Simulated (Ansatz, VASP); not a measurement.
## Two plane-wave programs on Tl

```
Tl
1.0
    -1.99923    1.99923    1.97012
     1.99923   -1.99923    1.97012
     1.99923    1.99923   -1.97012
Tl
1
Direct
  0.00000 0.00000 0.00000
```

Change from the starting cell: strain +0.030 along x and y, +0.015 along z, atoms carried along.

Alike in both runs: task single point; functional PBEsol; k mesh 18 × 18 × 18; occupations gaussian, width 0.15 eV; no spin polarisation.

|  | VASP | Ansatz |
| --- | --- | --- |
| version | VASP 6.6.1 | Ansatz 0.2.0 |
| potentials or method | VASP PAW PBE potentials, release 64 (Tl_d), cutoff 520 eV | scalar-relativistic, plane waves, PAW |
| valence electrons in the cell | 13 | 13 |

```tsv
	VASP	Ansatz	Ansatz less VASP
gap on the k mesh at the Fermi level (eV)	none	none	-
pressure (GPa)	-2.8	-2.8	+0.05
```

VASP's potentials were made for PBE, not for PBEsol. A gap of «none» marks a metal or a gap that the smearing closes.

Spin-orbit coupling is off throughout.
